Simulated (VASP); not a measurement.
# SiC (gw) (P6_3mc) in VASP: a series of runs

SiC (gw) is run at these levels: PBE; tasks: single point.

Everything below comes from runs of VASP 6.6.1. Logs are shortened: lines on timing, memory, paths and dates and some standing lists are left out, and cuts for length are marked.

### 1 The cell of the first run

It takes space group P6_3mc (No. 186, hexagonal). Conventional cell: a = 3.092 Å, b = 3.092 Å, c = 5.074 Å, α = 90.00°, β = 90.00°, γ = 120.00°. Si (site symmetry 3m) has 4 C at 1.89 to 1.91 Å within 2.5 Å. C (site symmetry 3m) has 4 Si at 1.89 to 1.91 Å within 2.5 Å.

### 2 Single point, PBE

INCAR

```
SYSTEM = SiC
PREC     = Accurate       ! precision mode
ENCUT    = 600            ! plane-wave cutoff, eV
EDIFF    = 1E-6           ! SCF threshold, eV
ISMEAR   = 0              ! smearing method
SIGMA    = 0.01           ! smearing width, eV
LREAL    = .FALSE.        ! projectors in reciprocal space
LASPH    = .TRUE.         ! aspherical terms in the spheres
NELM     = 120            ! most SCF steps
ALGO     = Normal         ! electronic algorithm
ISIF     = 2              ! what is computed and relaxed
LWAVE    = .FALSE.        ! write WAVECAR
LCHARG   = .FALSE.        ! write CHGCAR
GGA      = PE             ! functional
NBANDS   = 16             ! bands
GGA_COMPAT= .FALSE.
```

KPOINTS

```
regular mesh
0
G
  6 6 4
  0 0 0
```

POSCAR

```
SiC
1.0
    3.0918822459      0.0000000000      0.0000000000
   -1.5459411229      2.6776485704      0.0000000000
    0.0000000000      0.0000000000      5.0742267731
Si C
2 2
Direct
    0.3333333333      0.6666666667      0.0045774928
    0.6666666667      0.3333333333      0.5045774928
    0.3333333333      0.6666666667      0.3804225072
    0.6666666667      0.3333333333      0.8804225072
```

Potentials or basis: VASP PAW PBE potentials, release 64 (Si, C).

On the command line:

```sh
cat potpaw_PBE.64/Si/POTCAR potpaw_PBE.64/C/POTCAR > POTCAR
mpirun -np 1 vasp_std > vasp.out
```

OUTCAR:

```text
SYSTEM = SiC
   PREC = Accurate
   ENCUT = 600
   EDIFF = 1E-6
   ISMEAR = 0
   LREAL = .FALSE.
   LASPH = .TRUE.
   NELM = 120
   ISIF = 2
   GGA = PE

 ion  position               nearest neighbor table
   1  0.333  0.667  0.005-   4 1.89   4 1.89   4 1.89   3 1.91   2 3.10   2 3.10   2 3.10   2 3.10
                             2 3.10   2 3.10
   2  0.667  0.333  0.505-   3 1.89   3 1.89   3 1.89   4 1.91   1 3.10   1 3.10   1 3.10   1 3.10
                             1 3.10   1 3.10
   3  0.333  0.667  0.380-   2 1.89   2 1.89   2 1.89   1 1.91
   4  0.667  0.333  0.880-   1 1.89   1 1.89   1 1.89   2 1.91

  LATTYP: Found a hexagonal cell.
 ALAT       =     3.0918822459
 C/A-ratio  =     1.6411448980

  Lattice vectors:

 A1 = (   3.0918822459,   0.0000000000,   0.0000000000)
 A2 = (  -1.5459411229,   2.6776485704,   0.0000000000)
 A3 = (   0.0000000000,   0.0000000000,   5.0742267731)

Analysis of symmetry for initial positions (statically):
=====================================================================
 Subroutine PRICEL returns:
 Original cell was already a primitive cell.

 Routine SETGRP: Setting up the symmetry group for a
 hexagonal supercell.

 Subroutine GETGRP returns: Found 12 space group operations
 (whereof  6 operations were pure point group operations)
 out of a pool of 24 trial point group operations.

The static configuration has the point symmetry C_3v.
 The point group associated with its full space group is C_6v.

Analysis of symmetry for dynamics (positions and initial velocities):
=====================================================================
 Subroutine PRICEL returns:
 Original cell was already a primitive cell.

 Routine SETGRP: Setting up the symmetry group for a
 hexagonal supercell.

 Subroutine GETGRP returns: Found 12 space group operations
 (whereof  6 operations were pure point group operations)
 out of a pool of 24 trial point group operations.

The dynamic configuration has the point symmetry C_3v.
 The point group associated with its full space group is C_6v.

 Subroutine INISYM returns: Found 12 space group operations
 (whereof  6 operations are pure point group operations),
 and found     1 'primitive' translations

----------------------------------------------------------------------------------------

                                     Primitive cell

  volume of cell :      42.0094

[... 90 lines left out ...]
   EDIFFG = 0.1E-04   stopping-criterion for IOM
   NSW    =      0    number of steps for IOM
   IBRION =     -1    ionic relax: 0-MD 1-quasi-New 2-CG
   NFREE  =      0    steps in history (QN), initial steepest desc. (CG)
   ISIF   =      2    stress and relaxation
   ISYM   =      2    0-nonsym 1-usesym 2-fastsym
   POTIM  = 0.5000    time-step for ionic-motion
   TEBEG  =    0.0;   TEEND  =   0.0 temperature during run
   PSTRESS=    0.0 pullay stress
   NELECT =      16.0000    total number of electrons
   NUPDOWN=      -1.0000    fix difference up-down
   EMIN   =  10.00;   EMAX   =-10.00  energy-range for DOS
   EFERMI =   0.00;   METHOD = LEGACY
   ISMEAR =     0;   SIGMA  =   0.01  broadening in eV -4-tet -1-fermi 0-gaus
   EFERMI_NEDOS =   21; number of points for ismear=-14 and -15
   IALGO  =     38    algorithm
   IMIX   =      4    mixing-type and parameters
     AMIX     =   0.40;   BMIX     =  1.00
     AMIX_MAG =   1.60;   BMIX_MAG =  1.00
  volume/ion in A,a.u.               =      10.50        70.87
  Fermi-wavevector in a.u.,A,eV,Ry     =   1.186677  2.242495 19.159770  1.408203
  Thomas-Fermi vector in A             =   2.322845
   LORBIT       =      0    0 simple, 1 ext, 2 COOP (PROOUT), +10 PAW based schemes
   GGA     = PE    functional components
   LHFCALC =     F    Hartree Fock is set to
   AEXX    =    0.0000 exact exchange contribution
   IVDW    =     0    specifies the selected vdW correction
   LEPSILON=     F    determine dielectric tensor
   LRPA    =     F    only Hartree local field effects (RPA)
 non-spin polarized calculation
 Gauss-broadening in eV      SIGMA  =   0.01
  energy-cutoff  :      600.00
  volume of cell :       42.01
 maximum number of plane-waves:      1420
 NGX is ok and might be reduce to    28
   NGX = 13   NGY = 13   NGZ = 21

 number of electron      16.0000000 magnetization

 Free energy of the ion-electron system (eV)
  ---------------------------------------------------
  ext. energy  EPLUGINS =         0.00000000
  ---------------------------------------------------
  free energy    TOTEN  =       -30.10255815 eV

  energy without entropy =      -30.10255815  energy(sigma->0) =      -30.10255815

 E-fermi :   8.1683     XC(G=0): -11.2817

 val. band max:        8.0875886044   @ k =   0.0000   0.0000   0.0000
 cond. band min:      10.3886652476   @ k =   0.3333   0.3333   0.0000
 fundamental gap:      2.3010766432
 Fermi energy:         8.1683195284

 k-point     1 :       0.0000    0.0000    0.0000
  band No.  band energies     occupation
      1      -7.3596      2.00000
      2      -3.8500      2.00000
      3      -0.5227      2.00000
      4       6.7778      2.00000
      5       6.7778      2.00000
      6       7.9777      2.00000
[... 376 lines left out ...]
      3       0.3863      2.00000
      4       0.3863      2.00000
      5       2.5259      2.00000
      6       2.5259      2.00000
[... 8 lines left out ...]
     15      19.6604      0.00000
     16      19.6604      0.00000

------------------------ aborting loop because EDIFF is reached ----------------------------------------

  FORCE on cell =-STRESS in cart. coord.  units (eV):
  Direction    XX          YY          ZZ          XY          YZ          ZX
  --------------------------------------------------------------------------------------
  -------------------------------------------------------------------------------------
  Total       -0.0313523     -0.0313523     -0.0714879     -0.0000000      0.0000000      0.0000000
  in kB       -1.1957332     -1.1957332     -2.7264464     -0.0000000      0.0000000      0.0000000
  external PRESSURE =      -1.7059709 kB  Pullay stress =       0.0000000 kB

 VOLUME and BASIS-vectors are now :
 -----------------------------------------------------------------------------
  energy-cutoff  :      600.00
  volume of cell :       42.01
      direct lattice vectors                 reciprocal lattice vectors
     3.091882246  0.000000000  0.000000000     0.323427582  0.186731002  0.000000000
    -1.545941123  2.677648570  0.000000000     0.000000000  0.373462004  0.000000000
     0.000000000  0.000000000  5.074226773     0.000000000  0.000000000  0.197074361

 POSITION                                       TOTAL-FORCE (eV/Angst)
 -----------------------------------------------------------------------------------
     -0.00000      1.78510      0.02323         0.000000     -0.000000     -0.006327
      1.54594      0.89255      2.56034        -0.000000      0.000000     -0.006327
     -0.00000      1.78510      1.93035        -0.000000      0.000000      0.006327
      1.54594      0.89255      4.46746         0.000000     -0.000000      0.006327
 -----------------------------------------------------------------------------------
    total drift:                               -0.000000      0.000000     -0.000155

  FREE ENERGIE OF THE ION-ELECTRON SYSTEM (eV)
  ---------------------------------------------------
  free  energy   TOTEN  =       -30.1025581452 eV

  energy  without entropy=      -30.1025581452  energy(sigma->0) =      -30.10255815
```

stdout:

```text
POSCAR found type information on POSCAR SiC
 POSCAR found :  2 types and       4 ions
 scaLAPACK will be used
 LDA part: xc-table for (Slater+PW92), standard interpolation
 POSCAR, INCAR and KPOINTS ok, starting setup
 FFT: planning ... GRIDC
 FFT: planning ... GRID_SOFT
 FFT: planning ... GRID
 WAVECAR not read
 entering main loop
```

Run time: 18 s. Hardware: 1 thread of Intel Xeon 6975P-C, shared host; peak memory 0.17 GiB.

What came out:

```
Free energy            : -30.1026 eV
Pressure               : -0.2 GPa
Largest force          : 0.006 eV/Å
Band gap on the k mesh : 2.30 eV, indirect (least direct gap 3.94 eV)
```

Forces in eV/Å, atoms in the order of the input:
```
Si   0.000  0.000 -0.006
Si   0.000  0.000 -0.006
C    0.000  0.000  0.006
C    0.000  0.000  0.006
```

A k mesh can miss the band edges.

### 3 Single point, PBE

INCAR

```
PREC = Accurate ; ENCUT = 600
EDIFF = 1E-6 ; ISMEAR = 0
SIGMA = 0.01 ; LREAL = False
LASPH = True ; NELM = 120
ALGO = Normal ; ISIF = 2
LWAVE = False ; LCHARG = False
GGA = PE ; NBANDS = 16
GGA_COMPAT = False
```

KPOINTS

```
Automatic mesh
0
Gamma
  6 6 4
```

POSCAR is that of step 2.

Potentials or basis: VASP PAW PBE potentials, release 64 (Si, C).

On the command line:

```sh
cat potpaw_PBE.64/Si/POTCAR potpaw_PBE.64/C/POTCAR > POTCAR
mpirun -np 1 vasp_std > vasp.out
```

Wall time 16 s (1 thread of Intel Xeon 6975P-C, shared host); peak memory 0.17 GiB.

Results (log left out):

```
Free energy            : -30.1026 eV
Pressure               : -0.2 GPa
Largest force          : 0.006 eV/Å
Band gap on the k mesh : 2.30 eV, indirect (least direct gap 3.94 eV)
```

Forces in eV/Å, atoms in the order of the input:
```
Si   0.000  0.000 -0.006
Si   0.000  0.000 -0.006
C    0.000  0.000  0.006
C    0.000  0.000  0.006
```

Stress tensor (GPa, compression positive):
```
-0.12  0.00  0.00
 0.00 -0.12  0.00
 0.00  0.00 -0.27
```

Levels at points of the mesh, in eV from the valence-band top:
| k point | band 5 | band 6 | band 7 | band 8 | band 9 | band 10 | band 11 | band 12 |
| --- | --- | --- | --- | --- | --- | --- | --- | --- |
| (0.00, 0.00, 0.00) | -1.31 | -0.11 | 0.00 | 0.00 | 4.67 | 6.04 | 6.57 | 6.57 |
| (0.50, 0.00, 0.00) | -5.38 | -3.29 | -3.24 | -1.19 | 2.75 | 4.21 | 6.76 | 7.07 |
| (0.00, 0.00, 0.50) | -0.71 | -0.71 | -0.71 | -0.71 | 5.76 | 5.76 | 7.26 | 7.26 |
| (0.50, 0.00, 0.50) | -2.42 | -2.42 | -2.31 | -2.31 | 3.25 | 3.25 | 5.19 | 5.19 |

A k mesh can miss the band edges.
